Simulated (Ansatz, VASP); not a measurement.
# One calculation of W, two programs

```xyz
1
Lattice="-1.6007 1.6007 1.6007 1.6007 -1.6007 1.6007 1.6007 1.6007 -1.6007" Properties=species:S:1:pos:R:3 pbc="T T T"
W     0.0000    0.0000    0.0000
```

Alike in both runs: task relaxation of cell and atoms; functional PBE; dispersion D3(BJ); k mesh 8 × 8 × 8; occupations gaussian, width 0.1 eV; no spin polarisation.

|  | VASP | Ansatz |
| --- | --- | --- |
| version | VASP 6.6.1 | Ansatz 0.2.0 |
| potentials or method | VASP PAW PBE potentials, release 64 (W_sv), cutoff 600 eV | scalar-relativistic, plane waves, PAW |
| valence electrons in the cell | 14 | 14 |

|  | VASP | Ansatz | Ansatz less VASP |
| --- | --- | --- | --- |
| gap on the k mesh at the Fermi level, each at its own relaxed structure (eV) | none | none | - |
| relaxed volume (Å³/atom) | 15.82 | 15.78 | -0.039 |
| relaxed cell length with the largest relative difference (Å) | 2.739 | 2.737 | -0.0023 |

A gap of «none» marks a metal or a gap that the smearing closes.

Neither program's run includes spin-orbit coupling.
